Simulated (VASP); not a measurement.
Set up this calculation in VASP 6.6.1, as the native input.

```
Task                   : single point
Functional             : r2SCAN
Potentials or basis    : VASP PAW PBE potentials, release 64 (Sn_d, O)
Cutoff                 : 520 eV
k mesh                 : 10 × 10 × 8
Occupations            : gaussian, width 0.01 eV
Spin                   : no spin polarisation
Dipole correction      : no
Further INCAR settings : ALGO = Normal; EDIFF = 1e-07; NBANDS = 28
```

The system is SnO (Romarchite).

```xyz
4
Lattice="3.8166 0.0000 0.0000 0.0000 3.8166 0.0000 0.0000 0.0000 5.2051" Properties=species:S:1:pos:R:3 pbc="T T T"
Sn    1.9083    0.0000    1.1512
Sn    0.0000    1.9083    4.0539
O     0.0000    0.0000    0.0000
O     1.9083    1.9083    0.0000
```

This cell differs from its parent crystal: volume scaled by 1.06, then relaxed in part.

These files were run (other wordings do the same):

POSCAR

```
SnO
1.0
    3.8166103059      0.0000000000      0.0000000000
    0.0000000000      3.8166103059      0.0000000000
    0.0000000000      0.0000000000      5.2050900468
Sn O
2 2
Direct
    0.5000000000      0.0000000000      0.2211644594
    0.0000000000      0.5000000000      0.7788355406
    0.0000000000      0.0000000000      0.0000000000
    0.5000000000      0.5000000000      0.0000000000
```

INCAR.step1

```
SYSTEM = SnO
  PREC = Accurate
  ENCUT = 520
  ISMEAR = 0
  SIGMA = 0.01
  LREAL = .False.
  LASPH = .True.
  NELM = 100
  NBANDS = 28
  GGA = PE
  ALGO = Normal
  EDIFF = 1E-4
  LWAVE = .True.
  LCHARG = .False.
```

INCAR.step2

```
SYSTEM = SnO
  PREC = Accurate
  ENCUT = 520
  EDIFF = 1E-7
  ISMEAR = 0
  SIGMA = 0.01
  LREAL = .False.
  LASPH = .True.
  NELM = 100
  ALGO = Normal
  ISIF = 2
  LWAVE = .False.
  LCHARG = .False.
  METAGGA = R2SCAN
  LMIXTAU = .True.
  NBANDS = 28
  ISTART = 1
```

KPOINTS

```
Automatic mesh
0
Gamma
  10 10 8
  0 0 0
```

Potentials or basis: VASP PAW PBE potentials, release 64 (Sn_d, O).

Launch:

```console
$ cat potpaw_PBE.64/Sn_d/POTCAR potpaw_PBE.64/O/POTCAR > POTCAR
$ cp INCAR.step1 INCAR
$ mpirun -np 1 vasp_std > vasp.out
$ cp INCAR.step2 INCAR
$ mpirun -np 1 vasp_std > vasp.out
```

It gave:

```
Pressure               : -0.4 GPa
Largest force          : 0.145 eV/Å
Band gap on the k mesh : 0.82 eV, indirect (least direct gap 2.25 eV)
```

Caveat: the PAW data sets were made with another functional, which shifts forces and pressure a little; spin-orbit coupling is left out, which moves the levels of the heavy elements.

It took 7.1 min on 1 thread of AMD EPYC 9R45 96-Core Processor (Zen 5) (shared host), peak memory 0.28 GiB.
